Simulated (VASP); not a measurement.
# NaC12 (P6/mmm) in VASP: further runs

Runs on NaC12. Level: PBE+D3(BJ). Tasks: single point.

All numbers are computed with VASP 6.6.1; they aren't measurements. Logs are shortened: lines on timing, memory, paths and dates and some standing lists are left out, and cuts for length are marked.

## 1. The cell of the first run

It takes space group P6/mmm (No. 191, hexagonal). Conventional cell: a = 4.292 Å, b = 4.292 Å, c = 7.801 Å, α = 90.00°, β = 90.00°, γ = 120.00°. Within 3.7 Å of Na (site symmetry 6/mmm) lie 24 C at 2.67 to 3.64 Å. Within 1.9 Å of C (site symmetry m) lie 3 C at 1.43 Å.

## 2. Single point, PBE+D3(BJ)

INCAR reads:

```
PREC = Accurate ; ENCUT = 520
EDIFF = 1E-7 ; ISMEAR = 0
SIGMA = 0.1 ; LREAL = F
LASPH = T ; NELM = 100
ALGO = Normal ; ISIF = 2
LWAVE = F ; LCHARG = F
GGA = PE ; IVDW = 12
NBANDS = 40
```

KPOINTS reads:

```
Automatic mesh
0
Gamma
  6 6 2
```

POSCAR reads:

```
NaC12
1.0
    4.2923713000      0.0000000000      0.0000000000
   -2.1461857000      3.7173026000      0.0000000000
    0.0000000000      0.0000000000      7.8005158000
Na C
1 12
Direct
    0.0000000000      0.0000000000      0.0000000000
    0.3334060000      0.0000000000      0.7116310000
    0.0000000000      0.3334060000      0.7116310000
    0.6665940000      0.6665940000      0.7116310000
    0.6665940000      0.0000000000      0.7116310000
    0.3334060000      0.3334060000      0.7116310000
    0.0000000000      0.6665940000      0.7116310000
    0.6665940000      0.0000000000      0.2883690000
    0.3334060000      0.3334060000      0.2883690000
    0.0000000000      0.6665940000      0.2883690000
    0.3334060000      0.0000000000      0.2883690000
    0.0000000000      0.3334060000      0.2883690000
    0.6665940000      0.6665940000      0.2883690000
```

Potentials or basis: VASP PAW PBE potentials, release 64 (Na_pv, C).

Started as:

```
cat potpaw_PBE.64/Na_pv/POTCAR potpaw_PBE.64/C/POTCAR > POTCAR
mpirun -np 1 vasp_std > vasp.out
```

OUTCAR:

```text
PREC = Accurate
   ENCUT = 520
   EDIFF = 1E-7
   ISMEAR = 0
   LREAL = F
   LASPH = T
   NELM = 100
   ISIF = 2
   GGA = PE
   IVDW = 12
 IVDW          = 12

 ion  position               nearest neighbor table
   1  0.000  0.000  0.000-
   2  0.333  0.000  0.712-   5 1.43   7 1.43   6 1.43
   3  0.000  0.333  0.712-   7 1.43   5 1.43   6 1.43
   4  0.667  0.667  0.712-   6 1.43   7 1.43   5 1.43
   5  0.667  0.000  0.712-   2 1.43   3 1.43   4 1.43
   6  0.333  0.333  0.712-   4 1.43   3 1.43   2 1.43
   7  0.000  0.667  0.712-   3 1.43   2 1.43   4 1.43
   8  0.667  0.000  0.288-  11 1.43  12 1.43  13 1.43
   9  0.333  0.333  0.288-  13 1.43  12 1.43  11 1.43
  10  0.000  0.667  0.288-  12 1.43  11 1.43  13 1.43
  11  0.333  0.000  0.288-   8 1.43  10 1.43   9 1.43
  12  0.000  0.333  0.288-  10 1.43   8 1.43   9 1.43
  13  0.667  0.667  0.288-   9 1.43  10 1.43   8 1.43

  LATTYP: Found a hexagonal cell.
 ALAT       =     4.2923713000
 C/A-ratio  =     1.8172975390

  Lattice vectors:

 A1 = (   4.2923713000,   0.0000000000,   0.0000000000)
 A2 = (  -2.1461857000,   3.7173026000,   0.0000000000)
 A3 = (   0.0000000000,   0.0000000000,   7.8005158000)

Analysis of symmetry for initial positions (statically):
=====================================================================
 Subroutine PRICEL returns:
 Original cell was already a primitive cell.

 Routine SETGRP: Setting up the symmetry group for a
 hexagonal supercell.

 Subroutine GETGRP returns: Found 24 space group operations
 (whereof 24 operations were pure point group operations)
 out of a pool of 24 trial point group operations.

The static configuration has the point symmetry D_6h.

Analysis of symmetry for dynamics (positions and initial velocities):
=====================================================================
 Subroutine PRICEL returns:
 Original cell was already a primitive cell.

 Routine SETGRP: Setting up the symmetry group for a
 hexagonal supercell.

 Subroutine GETGRP returns: Found 24 space group operations
 (whereof 24 operations were pure point group operations)
 out of a pool of 24 trial point group operations.

The dynamic configuration has the point symmetry D_6h.

 Subroutine INISYM returns: Found 24 space group operations
[... 118 lines left out ...]
   PSTRESS=    0.0 pullay stress
   NELECT =      55.0000    total number of electrons
   NUPDOWN=      -1.0000    fix difference up-down
   EMIN   =  10.00;   EMAX   =-10.00  energy-range for DOS
   EFERMI =   0.00;   METHOD = LEGACY
   ISMEAR =     0;   SIGMA  =   0.10  broadening in eV -4-tet -1-fermi 0-gaus
   EFERMI_NEDOS =   21; number of points for ismear=-14 and -15
   IALGO  =     38    algorithm
   IMIX   =      4    mixing-type and parameters
     AMIX     =   0.40;   BMIX     =  1.00
     AMIX_MAG =   1.60;   BMIX_MAG =  1.00
  volume/ion in A,a.u.               =       9.57        64.61
  Fermi-wavevector in a.u.,A,eV,Ry     =   1.246942  2.356379 21.155211  1.554864
  Thomas-Fermi vector in A             =   2.381097
   LORBIT       =      0    0 simple, 1 ext, 2 COOP (PROOUT), +10 PAW based schemes
   GGA     = PE    functional components
   LHFCALC =     F    Hartree Fock is set to
   AEXX    =    0.0000 exact exchange contribution
   IVDW    =    12    specifies the selected vdW correction
   LEPSILON=     F    determine dielectric tensor
   LRPA    =     F    only Hartree local field effects (RPA)
 non-spin polarized calculation
 Gauss-broadening in eV      SIGMA  =   0.10
  energy-cutoff  :      520.00
  volume of cell :      124.47
 maximum number of plane-waves:      3396
 NGX is ok and might be reduce to    32
   NGX = 15   NGY = 15   NGZ = 29

 number of electron      55.0000008 magnetization

 Free energy of the ion-electron system (eV)
  ---------------------------------------------------
  ext. energy  EPLUGINS =         0.00000000
  ---------------------------------------------------
  free energy    TOTEN  =      -111.79825344 eV

  energy without entropy =     -111.78805248  energy(sigma->0) =     -111.79315296

 E-fermi :   5.6770     XC(G=0):  -9.8880

 val. band max:        5.6286481640   @ k =   0.3333   0.0000   0.5000
 cond. band min:       5.6899549700   @ k =   0.5000  -0.0000   0.5000
 fundamental gap:      0.0613068060
 Fermi energy:         5.6769811495

 k-point     1 :       0.0000    0.0000    0.0000
  band No.  band energies     occupation
      1     -20.2866      2.00000
      2     -20.2865      2.00000
      3     -20.2836      2.00000
      4     -14.9372      2.00000
      5     -14.7326      2.00000
      6      -8.0468      2.00000
[... 577 lines left out ...]
     38      11.9656      0.00000
     39      11.9656      0.00000
 [bands above 39 left out]

------------------------ aborting loop because EDIFF is reached ----------------------------------------

 Edisp (eV)   -1.67954

 E8    (eV) :    -0.5306

  FORCE on cell =-STRESS in cart. coord.  units (eV):
  Direction    XX          YY          ZZ          XY          YZ          ZX
  --------------------------------------------------------------------------------------
  -------------------------------------------------------------------------------------
  Total       0.25002     0.25002    -0.25162    -0.00000    -0.00000    -0.00000
  in kB       3.21839     3.21839    -3.23899    -0.00000    -0.00000    -0.00000
  external pressure =        1.07 kB  Pullay stress =        0.00 kB

 VOLUME and BASIS-vectors are now :
 -----------------------------------------------------------------------------
  energy-cutoff  :      520.00
  volume of cell :      124.47
      direct lattice vectors                 reciprocal lattice vectors
     4.292371300  0.000000000  0.000000000     0.232971458  0.134506137  0.000000000
    -2.146185700  3.717302600  0.000000000     0.000000000  0.269012267  0.000000000
     0.000000000  0.000000000  7.800515800     0.000000000  0.000000000  0.128196651

 POSITION                                       TOTAL-FORCE (eV/Angst)
 -----------------------------------------------------------------------------------
      0.00000      0.00000      0.00000        -0.000000      0.000000     -0.000000
      1.43110      0.00000      5.55109        -0.001957      0.000000     -0.017034
     -0.71555      1.23937      5.55109         0.000979     -0.001695     -0.017034
      1.43063      2.47793      5.55109         0.000979      0.001695     -0.017034
      2.86127      0.00000      5.55109         0.001957     -0.000000     -0.017034
      0.71555      1.23937      5.55109        -0.000979     -0.001695     -0.017034
     -1.43063      2.47793      5.55109        -0.000979      0.001695     -0.017034
      2.86127      0.00000      2.24943         0.001957      0.000000      0.017034
      0.71555      1.23937      2.24943        -0.000979     -0.001695      0.017034
     -1.43063      2.47793      2.24943        -0.000979      0.001695      0.017034
      1.43110      0.00000      2.24943        -0.001957      0.000000      0.017034
     -0.71555      1.23937      2.24943         0.000979     -0.001695      0.017034
      1.43063      2.47793      2.24943         0.000979      0.001695      0.017034
 -----------------------------------------------------------------------------------
    total drift:                                0.000000      0.000000      0.000000

  FREE ENERGIE OF THE ION-ELECTRON SYSTEM (eV)
  ---------------------------------------------------
  free  energy   TOTEN  =      -113.4777972034 eV

  energy  without entropy=     -113.4675962418  energy(sigma->0) =     -113.47269672
```

OSZICAR:

```text
N       E                     dE             d eps       ncg     rms          rms(c)
DAV:   1     0.355347566284E+03    0.35535E+03   -0.26426E+04  1176   0.135E+03
DAV:   2    -0.807848010372E+02   -0.43613E+03   -0.40593E+03  1256   0.330E+02
DAV:   3    -0.118732367293E+03   -0.37948E+02   -0.37460E+02  1336   0.108E+02
DAV:   4    -0.119829077268E+03   -0.10967E+01   -0.10880E+01  1424   0.186E+01
DAV:   5    -0.119868821049E+03   -0.39744E-01   -0.39677E-01  1616   0.335E+00    0.152E+01
DAV:   6    -0.113705402491E+03    0.61634E+01   -0.61454E+00  1368   0.116E+01    0.890E+00
DAV:   7    -0.111760854308E+03    0.19445E+01   -0.73041E+00  1432   0.108E+01    0.261E+00
DAV:   8    -0.111796948311E+03   -0.36094E-01   -0.27304E-01  1296   0.243E+00    0.276E-01
DAV:   9    -0.111795752765E+03    0.11955E-02   -0.14162E-02  1392   0.608E-01    0.166E-01
DAV:  10    -0.111798154175E+03   -0.24014E-02   -0.47520E-03  1344   0.349E-01    0.121E-01
DAV:  11    -0.111798220466E+03   -0.66291E-04   -0.24358E-04  1376   0.995E-02    0.188E-02
DAV:  12    -0.111798249096E+03   -0.28630E-04   -0.35776E-05  1296   0.269E-02    0.547E-03
DAV:  13    -0.111798253521E+03   -0.44253E-05   -0.62504E-06  1360   0.987E-03    0.333E-03
DAV:  14    -0.111798253438E+03    0.83030E-07   -0.50548E-07  1168   0.325E-03
   1 F= -.11347780E+03 E0= -.11347270E+03  d E =-.102010E-01
```

Wall time 1.7 min (1 thread of Intel Xeon 8259CL, shared host); peak memory 0.26 GiB.

What came out:

| Quantity | Value |
| --- | --- |
| Free energy | -113.4778 eV |
| Pressure | 0.1 GPa |
| Largest force | 0.017 eV/Å |
| Band gap on the k mesh | zero (an odd number of electrons rules out a gap without spin polarisation) |
| Dispersion energy per atom | -0.129 eV |

Forces in eV/Å, atoms in the order of the input:
```
Na   0.000  0.000  0.000
C   -0.002  0.000 -0.017
C    0.001 -0.002 -0.017
C    0.001  0.002 -0.017
C    0.002  0.000 -0.017
C   -0.001 -0.002 -0.017
C   -0.001  0.002 -0.017
C    0.002  0.000  0.017
C   -0.001 -0.002  0.017
C   -0.001  0.002  0.017
C   -0.002  0.000  0.017
C    0.001 -0.002  0.017
C    0.001  0.002  0.017
```

Stress tensor (GPa, compression positive):
```
 0.32  0.00  0.00
 0.00  0.32  0.00
 0.00  0.00 -0.32
```

Caveat: the k points lie up to 0.40 Å⁻¹ apart, too coarse for converged energies and pressures of a metal.

## 3. Single point, PBE+D3(BJ)

INCAR reads:

```
PREC = Accurate ; ENCUT = 520
EDIFF = 1E-7 ; ISMEAR = 0
SIGMA = 0.1 ; LREAL = False
LASPH = True ; NELM = 60
ALGO = Normal ; ISIF = 2
LWAVE = False ; LCHARG = False
GGA = PE ; IVDW = 12
NBANDS = 40
```

KPOINTS reads:

```
Automatic mesh
0
Gamma
  12 12 6
```

Edit POSCAR of step 2 so:

```diff
@@ -2,4 +2,4 @@
 1.0
-    4.2923713000      0.0000000000      0.0000000000
-   -2.1461857000      3.7173026000      0.0000000000
+    4.2923713068      0.0000000289      0.0000000000
+   -2.1461856784      3.7173025797      0.0000000000
     0.0000000000      0.0000000000      7.8005158000
```

Potentials or basis: VASP PAW PBE potentials, release 64 (Na_pv, C).

Started as:

```
cat potpaw_PBE.64/Na_pv/POTCAR potpaw_PBE.64/C/POTCAR > POTCAR
mpirun -np 1 vasp_std > vasp.out
```

Run time: 7.1 min. Hardware: 1 thread of Intel Xeon 8259CL, shared host; peak memory 0.41 GiB.

Results (log left out):

| Property | Result |
| --- | --- |
| Free energy | -113.4348 eV |
| Pressure | 0.4 GPa |
| Band gap on the k mesh | zero (an odd number of electrons rules out a gap without spin polarisation) |
| Dispersion energy per atom | -0.129 eV |

Forces in eV/Å, atoms in the order of the input:
```
Na   0.000  0.000  0.000
C    0.002  0.000  0.000
C   -0.001  0.002  0.000
C   -0.001 -0.002  0.000
C   -0.002  0.000  0.000
C    0.001  0.002  0.000
C    0.001 -0.002  0.000
C   -0.002  0.000  0.000
C    0.001  0.002  0.000
C    0.001 -0.002  0.000
C    0.002  0.000  0.000
C   -0.001  0.002  0.000
C   -0.001 -0.002  0.000
```

Stress tensor (GPa, compression positive):
```
 0.58  0.00  0.00
 0.00  0.58  0.00
 0.00  0.00 -0.04
```

Levels at points of the mesh, in eV from the Fermi level:
| k point | band 24 | band 25 | band 26 | band 27 | band 28 | band 29 | band 30 | band 31 |
| --- | --- | --- | --- | --- | --- | --- | --- | --- |
| (0.00, 0.00, 0.00) | -1.71 | -1.71 | -1.64 | -1.64 | -0.94 | -0.94 | -0.77 | -0.77 |
| (0.50, 0.00, 0.00) | -5.97 | -5.96 | -4.03 | -3.17 | -0.22 | 0.95 | 2.86 | 3.22 |
| (0.00, 0.00, 0.50) | -1.64 | -1.64 | -1.49 | -1.49 | -1.03 | -1.03 | -0.95 | -0.95 |
| (0.50, 0.00, 0.50) | -6.29 | -6.20 | -3.93 | -3.30 | 0.04 | 0.59 | 3.49 | 3.93 |

## 4. Single point, PBE+D3(BJ), collinear spin

INCAR reads:

```
PREC = Accurate
ENCUT = 520
EDIFF = 1E-7
ISMEAR = 0
SIGMA = 0.1
LREAL = False
LASPH = True
NELM = 150
ALGO = Normal
ISIF = 2
LWAVE = False
LCHARG = True
ISPIN = 2
MAGMOM = 0 1 1 1 1 1 1 1 1 1 1 1 1
LORBIT = 11
GGA = PE
IVDW = 12
LELF = True
LVHAR = True
NBANDS = 44
```

KPOINTS reads:

```
Automatic mesh
0
Gamma
  6 6 2
```

Edit POSCAR of step 3 so:

```diff
@@ -2,4 +2,4 @@
 1.0
-    4.2923713068      0.0000000289      0.0000000000
-   -2.1461856784      3.7173025797      0.0000000000
+    4.2923713000      0.0000000000      0.0000000000
+   -2.1461857000      3.7173026000      0.0000000000
     0.0000000000      0.0000000000      7.8005158000
```

Started as:

```
cat potpaw_PBE.64/Na_pv/POTCAR potpaw_PBE.64/C/POTCAR > POTCAR
mpirun -np 1 vasp_std > vasp.out
```

Run time: 3.7 min. Hardware: 1 thread of Intel Xeon 8259CL, shared host; peak memory 0.34 GiB.

The run converged. Its results:

```yaml
Free_energy: -113.4778 eV
Pressure: 0.1 GPa
Largest_force: 0.017 eV/Å
Net_moment: 0.00 μB per cell
Valence_electrons_inside_the_program's_atomic_spheres: Na 6.03; C 2.64
Dispersion_energy_per_atom: -0.129 eV
```

Forces in eV/Å, atoms in the order of the input:
```
Na   0.000  0.000  0.000
C   -0.002  0.000 -0.017
C    0.001 -0.002 -0.017
C    0.001  0.002 -0.017
C    0.002  0.000 -0.017
C   -0.001 -0.002 -0.017
C   -0.001  0.002 -0.017
C    0.002  0.000  0.017
C   -0.001 -0.002  0.017
C   -0.001  0.002  0.017
C   -0.002  0.000  0.017
C    0.001 -0.002  0.017
C    0.001  0.002  0.017
```

Stress tensor (GPa, compression positive):
```
 0.32  0.00  0.00
 0.00  0.32  0.00
 0.00  0.00 -0.32
```

Levels at points of the mesh, in eV from the Fermi level:
Spin up:
```
           k point  band 25  band 26  band 27  band 28  band 29  band 30
(0.00, 0.00, 0.00)    -1.74    -1.66    -1.66    -0.96    -0.96    -0.80
(0.50, 0.00, 0.00)    -5.99    -4.06    -3.20    -0.25     0.92     2.83
(0.00, 0.00, 0.50)    -1.66    -1.52    -1.52    -1.06    -1.06    -0.98
(0.50, 0.00, 0.50)    -6.23    -3.96    -3.33     0.01     0.56     3.46
```
Spin down:
| k point | band 25 | band 26 | band 27 | band 28 | band 29 | band 30 |
| --- | --- | --- | --- | --- | --- | --- |
| (0.00, 0.00, 0.00) | -1.74 | -1.66 | -1.66 | -0.96 | -0.96 | -0.80 |
| (0.50, 0.00, 0.00) | -5.99 | -4.06 | -3.20 | -0.25 | 0.92 | 2.83 |
| (0.00, 0.00, 0.50) | -1.66 | -1.52 | -1.52 | -1.06 | -1.06 | -0.98 |
| (0.50, 0.00, 0.50) | -6.23 | -3.96 | -3.33 | 0.01 | 0.56 | 3.46 |

Caveat: the k points lie up to 0.40 Å⁻¹ apart.

## 5. The runs side by side

```csv
spin,k mesh,gap on the mesh (eV),pressure (GPa),largest force (eV/Å)
off,6 × 6 × 2,none,0.1,0.02
off,12 × 12 × 6,none,0.4,-
collinear,6 × 6 × 2,none,0.1,0.02
```

Alike in all rows: task single point; level PBE+D3(BJ); potentials or basis VASP PAW PBE potentials, release 64 (Na_pv, C); cell as given; cutoff (eV) 520; smearing gaussian 0.1 eV.

Caveats: some runs use coarse meshes.

Absolute energies hang on the potentials; compare differences alone.
